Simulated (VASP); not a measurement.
Bi: single point with PBEsol

Bi:

```
Bi
1.0
     3.48860   -3.13258    0.00000
     3.48860    3.13258    0.00000
    -1.26023    0.00000    3.11355
Bi
2
Direct
  0.75306 0.75306 0.85738
  0.24694 0.24694 0.14262
```

* Program: VASP 6.6.1
* Task: single point
* Functional: PBEsol
* Potentials or basis: VASP PAW PBE potentials, release 64 (Bi_d)
* Cutoff: 520 eV
* k mesh: 5 × 5 × 7
* Occupations: gaussian, width 0.05 eV
* Spin: no spin polarisation

* Pressure: -2.4 GPa
* Largest force: 0.095 eV/Å
* Band gap on the k mesh: zero (bands 15 and 16 overlap by 5.02 eV)

Forces on the atoms (eV/Å):
```
Bi   0.093  0.000  0.019
Bi  -0.093  0.000 -0.019
```

Stress tensor (GPa, compression positive):
```
-2.75  0.00  0.43
 0.00 -1.99  0.00
 0.43  0.00 -2.58
```

Levels at points of the mesh, in eV from the Fermi level:
| k point | band 11 | band 12 | band 13 | band 14 | band 15 | band 16 | band 17 | band 18 | band 19 | band 20 |
| --- | --- | --- | --- | --- | --- | --- | --- | --- | --- | --- |
| (0.00, 0.00, 0.00) | -13.11 | -9.19 | -3.07 | -2.78 | 2.74 | 3.06 | 3.73 | 4.10 | 4.26 | 6.67 |

It took 82 s on 1 thread of Intel Xeon 8259CL, on a shared host, peak memory 0.22 GiB.

Caveat: the PAW data sets were made with another functional, which shifts forces and pressure a little; spin-orbit coupling is left out, which moves the levels of the heavy elements.
